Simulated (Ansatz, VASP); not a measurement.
## Two plane-wave programs on Ca

```xyz
1
Lattice="-2.0965 2.1017 2.4454 2.0965 -2.1017 2.4454 2.0965 2.1017 -2.4454" Properties=species:S:1:pos:R:3 pbc="T T T"
Ca    0.0000    0.0000    2.4454
```

Alike in both runs: task single point; functional PBE; k mesh 9 × 9 × 9; occupations fermi-dirac, width 0.05 eV; no spin polarisation.

```csv
,VASP,Ansatz
version,VASP 6.6.1,Ansatz 0.2.0
potentials or method,"VASP PAW PBE potentials, release 64 (Ca_sv)",Ansatz PAW
plane-wave cutoff (eV),520,420
valence electrons in the cell,10,10
```

```tsv
	VASP	Ansatz	Ansatz less VASP
gap on the k mesh at the Fermi level (eV)	none	none	-
pressure (GPa)	-0.4	-0.4	-0.02
traceless stress, the component that is largest in VASP (GPa)	0.18	0.18	0.000
```

A gap of «none» marks a metal or a gap that the smearing closes.
